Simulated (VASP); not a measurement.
# AlNi (rocksalt type) (Fm-3m) in VASP: further runs

The runs below take AlNi (rocksalt type) through single point, relaxation of cell and atoms, with PBE.

Program: VASP 6.6.1. These are calculated values, not measurements. Logs are shortened: lines on timing, memory, paths and dates and some standing lists are left out, and cuts for length are marked.

**1. The cell of the first run**

It takes space group Fm-3m (No. 225, cubic). The conventional cell has a = 4.620 Å, b = 4.620 Å, c = 4.620 Å, α = 90.00°, β = 90.00°, γ = 90.00°. Within 3.1 Å of Ni (site symmetry m-3m) lie 6 Al at 2.31 Å. Al (site symmetry m-3m) has 6 Ni at 2.31 Å within 3.1 Å.

**2. Single point, PBE**

INCAR reads:

```
PREC     = Accurate       # precision mode
ENCUT    = 520            # plane-wave cutoff, eV
EDIFF    = 1E-7           # SCF threshold, eV
ISMEAR   = -1             # smearing method
SIGMA    = 0.05           # smearing width, eV
LREAL    = False          # projectors in reciprocal space
LASPH    = True           # aspherical terms in the spheres
NELM     = 100            # most SCF steps
ALGO     = Normal         # electronic algorithm
ISIF     = 2              # what is computed and relaxed
LWAVE    = False          # write WAVECAR
LCHARG   = True           # write CHGCAR
GGA      = PE             # functional
LELF     = True           # ELF
LVHAR    = True         
NBANDS   = 14             # bands
```

KPOINTS reads:

```
Automatic mesh
0
Gamma
  14 14 14
```

POSCAR reads:

```
AlNi
1.0
    0.0000000000      2.3100855308      2.3100855308
    2.3100855308      0.0000000000      2.3100855308
    2.3100855308      2.3100855308      0.0000000000
Ni Al
1 1
Direct
    0.0000000000      0.0000000000      0.0000000000
    0.5000000000      0.5000000000      0.5000000000
```

Potentials or basis: VASP PAW PBE potentials, release 64 (Ni, Al).

Run with:

```bash
> cat potpaw_PBE.64/Ni/POTCAR potpaw_PBE.64/Al/POTCAR > POTCAR
> mpirun -np 1 vasp_std > vasp.out
```

OUTCAR:

```text
PREC = Accurate
   ENCUT = 520
   EDIFF = 1E-7
   ISMEAR = -1
   LREAL = False
   LASPH = True
   NELM = 100
   ISIF = 2
   GGA = PE

 ion  position               nearest neighbor table
   1  0.000  0.000  0.000-   2 2.31   2 2.31   2 2.31   2 2.31   2 2.31   2 2.31
   2  0.500  0.500  0.500-   1 2.31   1 2.31   1 2.31   1 2.31   1 2.31   1 2.31

  LATTYP: Found a face centered cubic cell.
 ALAT       =     4.6201710616

  Lattice vectors:

 A1 = (   0.0000000000,   2.3100855308,   2.3100855308)
 A2 = (   2.3100855308,   0.0000000000,   2.3100855308)
 A3 = (   2.3100855308,   2.3100855308,   0.0000000000)

Analysis of symmetry for initial positions (statically):
=====================================================================
 Subroutine PRICEL returns:
 Original cell was already a primitive cell.

 Routine SETGRP: Setting up the symmetry group for a
 face centered cubic supercell.

 Subroutine GETGRP returns: Found 48 space group operations
 (whereof 48 operations were pure point group operations)
 out of a pool of 48 trial point group operations.

The static configuration has the point symmetry O_h .

Analysis of symmetry for dynamics (positions and initial velocities):
=====================================================================
 Subroutine PRICEL returns:
 Original cell was already a primitive cell.

 Routine SETGRP: Setting up the symmetry group for a
 face centered cubic supercell.

 Subroutine GETGRP returns: Found 48 space group operations
 (whereof 48 operations were pure point group operations)
 out of a pool of 48 trial point group operations.

The dynamic configuration has the point symmetry O_h .

 Subroutine INISYM returns: Found 48 space group operations
 (whereof 48 operations are pure point group operations),
 and found     1 'primitive' translations

----------------------------------------------------------------------------------------

                                     Primitive cell

  volume of cell :      24.6555

  direct lattice vectors                    reciprocal lattice vectors
     0.000000000  2.310085531  2.310085531    -0.216442202  0.216442202  0.216442202
     2.310085531  0.000000000  2.310085531     0.216442202 -0.216442202  0.216442202
     2.310085531  2.310085531  0.000000000     0.216442202  0.216442202 -0.216442202

  length of vectors
     3.266954288  3.266954288  3.266954288     0.374888891  0.374888891  0.374888891

  position of ions in fractional coordinates (direct lattice)
     0.000000000  0.000000000  0.000000000
     0.500000000  0.500000000  0.500000000

  ion indices of the primitive-cell ions
   primitive index   ion index
                 1           1
                 2           2

----------------------------------------------------------------------------------------

 KPOINTS: Automatic mesh

Automatic generation of k-mesh.
 Grid dimensions read from file:
 generate k-points for:   14   14   14

 Generating k-lattice:

  Cartesian coordinates                     Fractional coordinates (reciprocal lattice)
    -0.015460157  0.015460157  0.015460157     0.071428571  0.000000000  0.000000000
     0.015460157 -0.015460157  0.015460157     0.000000000  0.071428571  0.000000000
     0.015460157  0.015460157 -0.015460157     0.000000000  0.000000000  0.071428571

  Length of vectors
     0.026777778  0.026777778  0.026777778

  Shift w.r.t. Gamma in fractional coordinates (k-lattice)
     0.000000000  0.000000000  0.000000000

 Subroutine IBZKPT returns following result:
 ===========================================

 Found    104 irreducible k-points:

 Following reciprocal coordinates:
            Coordinates               Weight
  0.000000  0.000000  0.000000      1.000000
  0.071429  0.000000  0.000000      8.000000
  0.142857  0.000000  0.000000      8.000000
  0.214286  0.000000  0.000000      8.000000
  0.285714  0.000000  0.000000      8.000000
  0.357143  0.000000  0.000000      8.000000
[... 16 lines left out ...]
  0.214286  0.142857  0.000000     24.000000
  0.285714  0.142857  0.000000     24.000000
 [... further k-points ...]
   k-points           NKPTS =    104   k-points in BZ     NKDIM =    104   number of bands    NBANDS=     14
   number of dos      NEDOS =    301   number of ions     NIONS =      2
   total plane-waves  NPLWV =  13824
   dimension x,y,z NGX =    24 NGY =   24 NGZ =   24
   dimension x,y,z NGXF=    48 NGYF=   48 NGZF=   48
   ions per type =               1   1
   NGX,Y,Z   is equivalent  to a cutoff of  12.21, 12.21, 12.21 a.u.
   NGXF,Y,Z  is equivalent  to a cutoff of  24.43, 24.43, 24.43 a.u.
 SYSTEM =  unknown system
   PREC   = accura    normal or accurate (medium, high low for compatibility)
   ISTART =      0    job   : 0-new  1-cont  2-samecut
   ICHARG =      2    charge: 1-file 2-atom 10-const
   ISPIN  =      1    spin polarized calculation?
   LNONCOLLINEAR =      F non collinear calculations
   LSORBIT =      F    spin-orbit coupling
   LASPH  =      T    aspherical Exc in radial PAW
   ENCUT  =  520.0 eV  38.22 Ry    6.18 a.u.   6.07  6.07  6.07*2*pi/ulx,y,z
   NELM   =    100;   NELMIN=  2; NELMDL= -5     # of ELM steps
   EDIFF  = 0.1E-06   stopping-criterion for ELM
   LREAL  =      F    real-space projection
   EDIFFG = 0.1E-05   stopping-criterion for IOM
   NSW    =      0    number of steps for IOM
   IBRION =     -1    ionic relax: 0-MD 1-quasi-New 2-CG
   NFREE  =      0    steps in history (QN), initial steepest desc. (CG)
   ISIF   =      2    stress and relaxation
   ISYM   =      2    0-nonsym 1-usesym 2-fastsym
   POTIM  = 0.5000    time-step for ionic-motion
   TEBEG  =    0.0;   TEEND  =   0.0 temperature during run
   PSTRESS=    0.0 pullay stress
   NELECT =      13.0000    total number of electrons
   NUPDOWN=      -1.0000    fix difference up-down
   EMIN   =  10.00;   EMAX   =-10.00  energy-range for DOS
   EFERMI =   0.00;   METHOD = LEGACY
   ISMEAR =    -1;   SIGMA  =   0.05  broadening in eV -4-tet -1-fermi 0-gaus
   EFERMI_NEDOS =   21; number of points for ismear=-14 and -15
   IALGO  =     38    algorithm
   IMIX   =      4    mixing-type and parameters
     AMIX     =   0.40;   BMIX     =  1.00
     AMIX_MAG =   1.60;   BMIX_MAG =  1.00
  volume/ion in A,a.u.               =      12.33        83.19
  Fermi-wavevector in a.u.,A,eV,Ry     =   1.322568  2.499290 23.799109  1.749185
  Thomas-Fermi vector in A             =   2.452239
   LORBIT       =      0    0 simple, 1 ext, 2 COOP (PROOUT), +10 PAW based schemes
   GGA     = PE    functional components
   LHFCALC =     F    Hartree Fock is set to
   AEXX    =    0.0000 exact exchange contribution
   IVDW    =     0    specifies the selected vdW correction
   LEPSILON=     F    determine dielectric tensor
   LRPA    =     F    only Hartree local field effects (RPA)
 non-spin polarized calculation
  energy-cutoff  :      520.00
  volume of cell :       24.66
 maximum number of plane-waves:       675
   NGX = 13   NGY = 13   NGZ = 13

 number of electron      12.9999993 magnetization

 Free energy of the ion-electron system (eV)
  ---------------------------------------------------
  ext. energy  EPLUGINS =         0.00000000
  ---------------------------------------------------
  free energy    TOTEN  =        -9.04641736 eV

  energy without entropy =       -9.03844732  energy(sigma->0) =       -9.04243234

 E-fermi :   9.6436     XC(G=0): -11.8238

 val. band max:        9.6360085059   @ k =  -0.3571   0.4286   0.2143
 cond. band min:       9.6737243314   @ k =   0.5000   0.2857   0.0714
 fundamental gap:      0.0377158255
 Fermi energy:         9.6435950646

 k-point     1 :       0.0000    0.0000    0.0000
  band No.  band energies     occupation
      1      -1.2186      2.00000
      2       7.0651      2.00000
      3       7.0651      2.00000
      4       7.0651      2.00000
      5       7.1789      2.00000
      6       7.1789      2.00000
      7      17.2725      0.00000
      8      17.2725      0.00000
      9      17.2725      0.00000
     10      20.7806      0.00000
     11      20.7806      0.00000
     12      20.7806      0.00000
     13      21.5648      0.00000
     14      25.7333      0.00000

 k-point     2 :       0.0714    0.0000    0.0000
  band No.  band energies     occupation
      1      -1.1086      2.00000
      2       7.0225      2.00000
      3       7.0804      2.00000
      4       7.0804      2.00000
      5       7.1714      2.00000
      6       7.1714      2.00000
      7      16.4168      0.00000
      8      17.2036      0.00000
      9      17.2036      0.00000
     10      20.2444      0.00000
     11      20.9927      0.00000
     12      20.9927      0.00000
     13      22.8698      0.00000
     14      24.3668      0.00000

 k-point     3 :       0.1429    0.0000    0.0000
  band No.  band energies     occupation
      1      -0.7805      2.00000
      2       6.8942      2.00000
      3       7.0401      2.00000
      4       7.0401      2.00000
      5       7.2372      2.00000
      6       7.2372      2.00000
      7      14.6517      0.00000
      8      17.0472      0.00000
      9      17.0472      0.00000
     10      19.9347      0.00000
     11      21.4467      0.00000
     12      21.4467      0.00000
     13      23.0577      0.00000
     14      23.0577      0.00000
[... 324 lines left out ...]
 k-point    23 :       0.2143    0.1429    0.0000
  band No.  band energies     occupation
      1      -0.2423      2.00000
      2       6.7439      2.00000
      3       6.8163      2.00000
      4       7.1501      2.00000
      5       7.2765      2.00000
      6       7.3742      2.00000
      7      14.1599      0.00000
      8      15.0148      0.00000
      9      17.1388      0.00000
     10      18.4980      0.00000
     11      18.6055      0.00000
     12      23.0097      0.00000
     13      23.2427      0.00000
     14      25.6386      0.00000

 k-point    24 :       0.2857    0.1429    0.0000
  band No.  band energies     occupation
      1       0.3581      2.00000
      2       6.5168      2.00000
      3       6.6877      2.00000
      4       7.0557      2.00000
      5       7.4275      2.00000
      6       7.5592      2.00000
      7      12.3643      0.00000
      8      14.6632      0.00000
      9      17.1002      0.00000
     10      17.3304      0.00000
     11      19.4806      0.00000
     12      22.9855      0.00000
     13      23.0269      0.00000
     14      25.8445      0.00000

 [... further k-points ...]
[... 5 lines left out ...]
  --------------------------------------------------------------------------------------
  -------------------------------------------------------------------------------------
  Total        3.5267521      3.5267521      3.5267521     -0.0000000     -0.0000000     -0.0000000
  in kB      229.1771663    229.1771663    229.1771663     -0.0000000     -0.0000000     -0.0000000
  external PRESSURE =     229.1771663 kB  Pullay stress =       0.0000000 kB

 VOLUME and BASIS-vectors are now :
 -----------------------------------------------------------------------------
  energy-cutoff  :      520.00
  volume of cell :       24.66
      direct lattice vectors                 reciprocal lattice vectors
     0.000000000  2.310085531  2.310085531    -0.216442202  0.216442202  0.216442202
     2.310085531  0.000000000  2.310085531     0.216442202 -0.216442202  0.216442202
     2.310085531  2.310085531  0.000000000     0.216442202  0.216442202 -0.216442202

 POSITION                                       TOTAL-FORCE (eV/Angst)
 -----------------------------------------------------------------------------------
      0.00000      0.00000      0.00000         0.000000     -0.000000      0.000000
      2.31009      2.31009      2.31009        -0.000000      0.000000     -0.000000
 -----------------------------------------------------------------------------------
    total drift:                                0.000000     -0.000000     -0.000000

  FREE ENERGIE OF THE ION-ELECTRON SYSTEM (eV)
  ---------------------------------------------------
  free  energy   TOTEN  =        -9.0464173602 eV

  energy  without entropy=       -9.0384473170  energy(sigma->0) =       -9.04243234
```

It took 11 s on 1 thread of Intel Xeon 6975P-C (Granite Rapids), shared host; peak memory 0.16 GiB.

Results:

```yaml
Free_energy: -9.0464 eV
Pressure: 22.9 GPa
```

Levels at points of the mesh, in eV from the Fermi level:
```tsv
k point	band 2	band 3	band 4	band 5	band 6	band 7	band 8	band 9	band 10	band 11
(0.00, 0.00, 0.00)	-2.58	-2.58	-2.58	-2.46	-2.46	7.63	7.63	7.63	11.14	11.14
(0.50, 0.00, 0.00)	-5.81	-3.02	-3.02	-1.73	-1.73	-0.91	7.02	7.02	8.89	8.89
(0.50, 0.50, 0.00)	-4.09	-3.57	-2.09	-1.54	-1.54	-0.25	1.81	1.81	6.72	6.75
```

Spin polarisation is off, so any magnetic state and its effect on volume and gap are missing.

**3. Single point, PBE**

INCAR reads:

```
PREC = Accurate
ENCUT = 520
EDIFF = 1E-6
ISMEAR = -1
SIGMA = 0.05
LREAL = F
LASPH = T
NELM = 100
ALGO = Normal
ISIF = 2
LWAVE = F
LCHARG = F
GGA = PE
NBANDS = 14
```

KPOINTS is that of step 2.

POSCAR reads:

```
AlNi
1.0
    0.0000000000      2.3096806227      2.3096806227
    2.3096806227      0.0000000000      2.3096806227
    2.3096806227      2.3096806227      0.0000000000
Ni Al
1 1
Direct
    0.0000000000      0.0000000000      0.0000000000
    0.5000000000      0.5000000000      0.5000000000
```

Potentials or basis: VASP PAW PBE potentials, release 64 (Ni, Al).

Run with:

```bash
> cat potpaw_PBE.64/Ni/POTCAR potpaw_PBE.64/Al/POTCAR > POTCAR
> mpirun -np 1 vasp_std > vasp.out
```

Wall time 9.2 s (1 thread of Intel Xeon 6975P-C (Granite Rapids), shared host); peak memory 0.16 GiB.

Results (log left out):

```yaml
Free_energy: -9.0446 eV
Pressure: 22.8 GPa
```

Levels at points of the mesh, in eV from the Fermi level:
```csv
k point,band 3,band 4,band 5,band 6,band 7,band 8,band 9,band 10
"(0.00, 0.00, 0.00)",-2.58,-2.58,-2.47,-2.47,7.63,7.63,7.63,11.14
"(0.50, 0.00, 0.00)",-3.02,-3.02,-1.73,-1.73,-0.91,7.02,7.02,8.90
"(0.50, 0.50, 0.00)",-3.58,-2.09,-1.54,-1.54,-0.25,1.81,1.81,6.72
```

Spin polarisation is off, so any magnetic state and its effect on volume and gap are missing.

**4. Relaxation of cell and atoms, PBE, target pressure 23 GPa, at which the enthalpy is minimised**

INCAR reads:

```
SYSTEM = AlNi
ALGO = Normal ; EDIFF = 1E-7
EDIFFG = -0.005 ; ENCUT = 600
GGA = PE ; IBRION = 2
ISIF = 3 ; ISMEAR = -1
LASPH = .TRUE. ; LCHARG = .FALSE.
LREAL = .FALSE. ; LWAVE = .FALSE.
NELM = 60 ; NSW = 60
PREC = Accurate ; PSTRESS = 230.0
SIGMA = 0.05
```

KPOINTS reads:

```
k-points
0
G
  14 14 14
  0 0 0
```

POSCAR reads:

```
AlNi
1.0
    0.0000000000      2.3102288856      2.3102288856
    2.3102288856      0.0000000000      2.3102288856
    2.3102288856      2.3102288856      0.0000000000
Ni Al
1 1
Direct
    0.0000000000      0.0000000000      0.0000000000
    0.5000000000      0.5000000000      0.5000000000
```

Run with:

```bash
> cat potpaw_PBE.64/Ni/POTCAR potpaw_PBE.64/Al/POTCAR > POTCAR
> mpirun -np 1 vasp_std > vasp.out
```

It took 28 s on 1 thread of Intel Xeon 6975P-C (Granite Rapids), shared host; peak memory 0.19 GiB.

Results (log left out):

```yaml
Free_energy: -9.0439 eV
Relaxed_volume: 12.32 Å³/atom
Relaxed_cell: a = 3.266 Å, b = 3.266 Å, c = 3.266 Å, α = 60.00°, β = 60.00°, γ = 60.00°
Space_group_after_relaxing_to_0.05_Å: Fm-3m (No. 225)
Energy_change_on_relaxing_the_enthalpy_is_what_falls: +1.6 meV/atom
Ionic_steps: 3
Pressure_after_relaxing: 23.0 GPa
```

The path:
| step | energy change (eV) | largest force (eV/Å) | pressure (GPa) | volume (Å³) |
| --- | --- | --- | --- | --- |
| 1 | 0.0000 | 0.0000 | 22.80 | 24.66 |
| 2 | 0.0081 | 0.0000 | 23.29 | 24.60 |
| 3 | 0.0032 | 0.0000 | 23.01 | 24.64 |

Final structure:
```cif
data_structure
_symmetry_space_group_name_H-M 'P 1'
_symmetry_Int_Tables_number 1
_cell_length_a 3.2662
_cell_length_b 3.2662
_cell_length_c 3.2662
_cell_angle_alpha 60.000
_cell_angle_beta 60.000
_cell_angle_gamma 60.000
_cell_volume 24.64
loop_
_atom_site_label
_atom_site_type_symbol
_atom_site_fract_x
_atom_site_fract_y
_atom_site_fract_z
_atom_site_occupancy
Ni1 Ni 0.00000 0.00000 0.00000 1
Al1 Al 0.50000 0.50000 0.50000 1
```

Levels at points of the mesh, in eV from the Fermi level:
| k point | band 3 | band 4 | band 5 | band 6 | band 7 | band 8 | band 9 | band 10 |
| --- | --- | --- | --- | --- | --- | --- | --- | --- |
| (0.00, 0.00, 0.00) | -2.58 | -2.58 | -2.47 | -2.47 | 7.63 | 7.63 | 7.63 | 11.14 |
| (0.50, 0.00, 0.00) | -3.02 | -3.02 | -1.73 | -1.73 | -0.91 | 7.02 | 7.02 | 8.90 |
| (0.50, 0.50, 0.00) | -3.58 | -2.09 | -1.54 | -1.54 | -0.25 | 1.81 | 1.81 | 6.72 |

Caveat: the cell is relaxed towards a set pressure, so the enthalpy falls and the energy may rise. Spin polarisation is off, so any magnetic state and its effect on volume and gap are missing.

**5. Overview**

```tsv
task	cell	cutoff (eV)	gap on the mesh (eV)	pressure (GPa)
single point	a = 3.267 Å, angles 60.0°, 2 atoms	520	none	22.9
single point	a = 3.266 Å, angles 60.0°, 2 atoms	520	none	22.8
relaxation of cell and atoms	relaxed to 23 GPa from a = 3.267 Å, angles 60.0°, 2 atoms	600	none	23.0
```

Alike in all rows: level PBE; potentials or basis VASP PAW PBE potentials, release 64 (Ni, Al); no spin polarisation; k mesh 14 × 14 × 14; smearing fermi-dirac 0.05 eV.

Caveats: the cell is relaxed towards a set pressure, so the enthalpy falls and the energy may rise (some runs).

Total energies depend on the potentials used, so only differences within one code and one set of settings carry meaning.
